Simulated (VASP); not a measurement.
**Ge: single point with PBE**

Crystal: Ge.

```xyz
3
Lattice="-1.8659 1.8659 4.2211 1.8659 -1.8659 4.2211 1.8659 1.8659 -4.2211" Properties=species:S:1:pos:R:3 pbc="T T T"
Ge    0.0000    0.0000    1.4067
Ge    0.0000    0.0000    7.0355
Ge    0.0000    0.0000    4.2211
```

The cell was built from a structure type or drawn by symmetry, and may not be a known phase.

```
Program             : VASP 6.6.1
Task                : single point
Functional          : PBE
Potentials or basis : VASP PAW PBE potentials, release 64 (Ge_d)
Cutoff              : 520 eV
k mesh              : 4 × 4 × 4
Occupations         : gaussian, width 0.1 eV
Spin                : no spin polarisation
```

```yaml
Pressure: 0.0 GPa
Band_gap_on_the_k_mesh: zero (bands 21 and 22 overlap by 5.36 eV)
```

Levels at points of the mesh, in eV from the Fermi level:
```
           k point  band 19  band 20  band 21  band 22  band 23  band 24
(0.00, 0.00, 0.00)    -1.91    -1.91    -0.07    -0.07    -0.07    -0.07
(0.50, 0.00, 0.00)    -4.76     1.05     1.05     1.48     1.48     3.50
(0.50, 0.50, 0.00)    -5.63    -3.43    -3.43    -0.17    -0.17     2.79
(0.50, 0.50, 0.50)    -2.22    -2.22     3.14     3.69     3.69     4.82
```

It took 30 s on 1 thread of Intel(R) Xeon(R) Platinum 8488C (Sapphire Rapids), with other jobs on the host, peak memory 0.23 GiB.

Caveat: the k points lie up to 0.46 Å⁻¹ apart, too coarse for converged energies and pressures of a metal.
